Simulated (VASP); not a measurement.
# ZnS (P3m1) in VASP: further runs, part 3 of 3

VASP 6.6.1.

## (5) Electric field gradients, PBE (20.31 Å³/atom)

This run uses another cell than the first one, of 20.31 Å³/atom.

Input file INCAR:

```
PREC     = Accurate       # precision mode
ENCUT    = 520            # plane-wave cutoff, eV
EDIFF    = 1E-8           # SCF threshold, eV
ISMEAR   = -1             # smearing method
SIGMA    = 0.02           # smearing width, eV
LREAL    = Auto         
LASPH    = T              # aspherical terms in the spheres
NELM     = 100            # most SCF steps
ALGO     = Normal         # electronic algorithm
ISIF     = 2              # what is computed and relaxed
LWAVE    = F              # write WAVECAR
LCHARG   = F              # write CHGCAR
GGA      = PE             # functional
LEFG     = T            
NBANDS   = 86             # bands
```

Input file KPOINTS:

```
Automatic mesh
0
Gamma
  8 8 2
```

Input file POSCAR:

```
ZnS
1.0
    3.8551607577      0.0000000000      0.0000000000
   -1.9275803788      3.3386671519      0.0000000000
    0.0000000000      0.0000000000     25.2438133436
Zn S
8 8
Direct
    0.3333333333      0.6666666667      0.1251184100
    0.0000000000      0.0000000000      0.0001589700
    0.6666666667      0.3333333333      0.6250474700
    0.6666666667      0.3333333333      0.8751387000
    0.0000000000      0.0000000000      0.7500222700
    0.3333333333      0.6666666667      0.5000781600
    0.0000000000      0.0000000000      0.3750879400
    0.6666666667      0.3333333333      0.2501284900
    0.6666666667      0.3333333333      0.3437219900
    0.6666666667      0.3333333333      0.7185811600
    0.3333333333      0.6666666667      0.2187340500
    0.0000000000      0.0000000000      0.8436723900
    0.6666666667      0.3333333333      0.9688127500
    0.0000000000      0.0000000000      0.0937260600
    0.3333333333      0.6666666667      0.5936859800
    0.0000000000      0.0000000000      0.4686862100
```

Potentials or basis: VASP PAW PBE potentials, release 64 (Zn, S).

Started as:

```
cat potpaw_PBE.64/Zn/POTCAR potpaw_PBE.64/S/POTCAR > POTCAR
mpirun -np 1 vasp_std > vasp.out
```

OUTCAR:

```text
PREC = Accurate
   ENCUT = 520
   EDIFF = 1E-8
   ISMEAR = -1
   LREAL = Auto
   LASPH = T
   NELM = 100
   ISIF = 2
   GGA = PE

 ion  position               nearest neighbor table
   1  0.333  0.667  0.125-  14 2.36  14 2.36  14 2.36  11 2.36
   2  0.000  0.000  0.000-  14 2.36  13 2.36  13 2.36  13 2.36
   3  0.667  0.333  0.625-  10 2.36  15 2.36  15 2.36  15 2.36
   4  0.667  0.333  0.875-  12 2.36  12 2.36  12 2.36  13 2.36
   5  0.000  0.000  0.750-  10 2.36  10 2.36  10 2.36  12 2.36
   6  0.333  0.667  0.500-  16 2.36  16 2.36  16 2.36  15 2.36
[... 8 lines left out ...]
  15  0.333  0.667  0.594-   3 2.36   3 2.36   3 2.36   6 2.36
  16  0.000  0.000  0.469-   6 2.36   6 2.36   6 2.36   7 2.36

  LATTYP: Found a hexagonal cell.
 ALAT       =     3.8551607577
 C/A-ratio  =     6.5480572485

  Lattice vectors:

 A1 = (   3.8551607577,   0.0000000000,   0.0000000000)
 A2 = (  -1.9275803788,   3.3386671519,   0.0000000000)
 A3 = (   0.0000000000,   0.0000000000,  25.2438133436)

Analysis of symmetry for initial positions (statically):
=====================================================================
[... 1985 lines left out ...]
  free  energy   TOTEN  =       -54.8133938783 eV

  energy  without entropy=      -54.8133938783  energy(sigma->0) =      -54.81339388

 Electric field gradients (V/A^2)
---------------------------------------------------------------------
 ion       V_xx      V_yy      V_zz      V_xy      V_xz      V_yz
---------------------------------------------------------------------
   1      -0.026    -0.030     0.056    -0.004     0.000    -0.000
   2      -0.190    -0.195     0.386    -0.004     0.000    -0.000
   3       0.056     0.051    -0.108    -0.004     0.000    -0.000
   4       0.233     0.228    -0.461    -0.004     0.000    -0.000
   5       0.401     0.396    -0.796    -0.004    -0.000     0.000
   6      -0.003    -0.008     0.011    -0.004     0.000    -0.000
[... 8 lines left out ...]
  15      -0.421    -0.421     0.843    -0.000     0.000    -0.000
  16      -0.443    -0.443     0.886    -0.000     0.000    -0.000
---------------------------------------------------------------------

 Electric field gradients after diagonalization (V/A^2)
 (convention: |V_zz| > |V_xx| > |V_yy|)
----------------------------------------------------------------------
 ion       V_xx      V_yy      V_zz     asymmetry (V_yy - V_xx)/ V_zz
----------------------------------------------------------------------
   1      -0.033    -0.023     0.056       0.169
   2      -0.198    -0.188     0.386       0.024
   3       0.058     0.049    -0.108       0.087
   4       0.235     0.226    -0.461       0.020
   5       0.403     0.394    -0.796       0.012
   6      -0.010    -0.001     0.011       0.892
[... 8 lines left out ...]
  15      -0.421    -0.421     0.843       0.000
  16      -0.443    -0.443     0.886       0.000
----------------------------------------------------------------------

           NMR quadrupolar parameters

 Cq : quadrupolar parameter    Cq=e*Q*V_zz/h
 eta: asymmetry parameters     (V_yy - V_xx)/ V_zz
 Q  : nuclear electric quadrupole moment in mb (millibarn)
----------------------------------------------------------------------
 ion       Cq(MHz)       eta       Q (mb)
----------------------------------------------------------------------
   1       0.000       0.169       1.000
   2       0.001       0.024       1.000
   3      -0.000       0.087       1.000
   4      -0.001       0.020       1.000
   5      -0.002       0.012       1.000
   6       0.000       0.892       1.000
[... 8 lines left out ...]
  15       0.002       0.000       1.000
  16       0.002       0.000       1.000
----------------------------------------------------------------------
```

Wall time 41 min (1 thread of Oxide Virtual Turin-like, shared host); peak memory 0.6 GiB.

Results:

```
Free energy                             : -54.8134 eV
Pressure                                : -0.3 GPa
Largest force                           : 0.015 eV/Å
Band gap on the k mesh                  : 2.00 eV
Largest electric field gradient by atom : Zn +0.1, +0.4, -0.1, -0.5, -0.8, +0.0, -0.0 (each value once); S +0.8, +1.3, +0.9, +2.9, +2.3 (each value once) V/Å²
```

Forces in eV/Å, atoms in the order of the input:
```
Zn   0.000  0.000 -0.007
Zn   0.000  0.000 -0.004
Zn   0.000  0.000 -0.015
Zn   0.000  0.000 -0.005
Zn   0.000  0.000 -0.010
Zn   0.000  0.000 -0.008
Zn   0.000  0.000 -0.007
Zn   0.000  0.000 -0.011
S    0.000  0.000  0.007
S    0.000  0.000  0.000
S    0.000  0.000  0.007
S    0.000  0.000  0.012
S    0.000  0.000  0.011
S    0.000  0.000  0.013
S    0.000  0.000  0.005
S    0.000  0.000  0.011
```

Levels at points of the mesh, in eV from the valence-band top:
```
           k point  band 70  band 71  band 72  band 73  band 74  band 75
(0.00, 0.00, 0.00)    -0.03     0.00     0.00     2.00     2.82     2.87
(0.50, 0.00, 0.00)    -1.04    -0.98    -0.83     3.35     3.49     3.57
(0.00, 0.00, 0.50)    -0.04    -0.03    -0.03     2.28     2.33     3.16
(0.50, 0.00, 0.50)    -0.94    -0.89    -0.88     3.28     3.42     3.71
```

Electric field gradients, principal values (V/Å²):
| atom | least | middle | greatest (by size) |
| --- | --- | --- | --- |
| 1 Zn | -0.023 | -0.033 | 0.056 |
| 2 Zn | -0.188 | -0.198 | 0.386 |
| 3 Zn | 0.049 | 0.058 | -0.108 |
| 4 Zn | 0.226 | 0.235 | -0.461 |
| 5 Zn | 0.394 | 0.403 | -0.796 |
| 6 Zn | -0.001 | -0.010 | 0.011 |
| 7 Zn | -0.012 | -0.021 | 0.034 |
| 8 Zn | 0.016 | 0.025 | -0.041 |
| 9 S | -0.414 | -0.414 | 0.828 |
| 10 S | -0.640 | -0.640 | 1.280 |
| 11 S | -0.462 | -0.462 | 0.924 |
| 12 S | -1.434 | -1.435 | 2.869 |
| 13 S | -1.146 | -1.146 | 2.292 |
| 14 S | -0.445 | -0.445 | 0.890 |
| 15 S | -0.421 | -0.421 | 0.843 |
| 16 S | -0.443 | -0.443 | 0.886 |

Caveat: without QUAD_EFG the Cq values of the log hold for a quadrupole moment of 1 mb, not for the nuclei.

## (6) The runs side by side

| cell | gap on the mesh (eV) | pressure (GPa) | largest force (eV/Å) |
| --- | --- | --- | --- |
| a = 3.805, b = 3.805, c = 24.916 Å, angles 90.0, 90.0, 120.0°, 16 atoms, atomic positions A | 2.11 | 2.6 | 0.93 |
| a = 3.818, b = 3.818, c = 24.999 Å, angles 90.0, 90.0, 120.0°, 16 atoms, atomic positions B | 2.13 | 1.8 | 0.01 |
| a = 3.855, b = 3.855, c = 25.244 Å, angles 90.0, 90.0, 120.0°, 16 atoms, atomic positions B | 2.00 | -0.3 | 0.01 |

Alike in all rows: task electric field gradients; level PBE; potentials or basis VASP PAW PBE potentials, release 64 (Zn, S); no spin polarisation; k mesh 8 × 8 × 2; cutoff (eV) 520; smearing fermi-dirac 0.02 eV.

Total energies depend on the potentials used, so only differences within one code and one set of settings carry meaning.
